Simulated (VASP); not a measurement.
Set up this calculation in VASP 6.6.1, as the native input.

```yaml
Task: relaxation of cell and atoms
Functional: PBE
Potentials_or_basis: VASP PAW PBE potentials, release 64 (Li_sv, Al, O)
Cutoff: 600 eV
k_mesh: 10 × 10 × 4
Occupations: gaussian, width 0.02 eV
Spin: no spin polarisation
Dipole_correction: no
Further_INCAR_settings: ALGO = Normal; EDIFF = 1e-06; IBRION = 2; EDIFFG = -0.01; NSW = 100; ISIF = 3
```

The structure of LiAlO lies in POSCAR:

```
LiAlO
1.0
    3.1177477640      0.0000000000      0.0000000000
    0.0000000000      3.1177477640      0.0000000000
    0.0000000000      0.0000000000      6.9220215172
Li Al O
2 2 2
Direct
    0.0000000000      0.0000000000      0.0000000000
    0.5000000000      0.5000000000      0.0000000000
    0.5000000000      0.0000000000      0.6625183954
    0.0000000000      0.5000000000      0.3374816046
    0.5000000000      0.0000000000      0.3926944136
    0.0000000000      0.5000000000      0.6073055864
```

The input as run:

INCAR

```
ALGO = Normal
EDIFF = 1E-6
EDIFFG = -0.01
ENCUT = 600
GGA = PE
IBRION = 2
ISIF = 3
ISMEAR = 0
LASPH = T
LCHARG = F
LREAL = F
LWAVE = F
NELM = 60
NSW = 100
PREC = Accurate
SIGMA = 0.02
```

KPOINTS

```
k-points
0
Gamma
  10 10 4
```

Potentials or basis: VASP PAW PBE potentials, release 64 (Li_sv, Al, O).

The run is started by

```console
$ cat potpaw_PBE.64/Li_sv/POTCAR potpaw_PBE.64/Al/POTCAR potpaw_PBE.64/O/POTCAR > POTCAR
$ mpirun -np 1 vasp_std > vasp.out
```

It gave:

The relaxed volume is 11.16 Å³/atom and the relaxed cell is a = 3.113 Å, b = 3.113 Å, c = 6.911 Å, α = 90.00°, β = 90.00°, γ = 90.00°. The space group after relaxing (to 0.05 Å) is P4/nmm (No. 129), the energy gained by relaxing is 0.0 meV/atom and the ionic steps are 6. The pressure after relaxing is 0.0 GPa, the largest force after relaxing is 0.005 eV/Å and the band gap on the k mesh is 1.52 eV, indirect (least direct gap 1.77 eV).

Caveat: the cutoff is under 1.25 times the usual one of these potentials, so pressure, stress and relaxed cells hold a basis-set (Pulay) error.

It took 120 s on 1 thread of Intel(R) Xeon(R) 6975P-C (Granite Rapids) (shared host), peak memory 0.24 GiB.
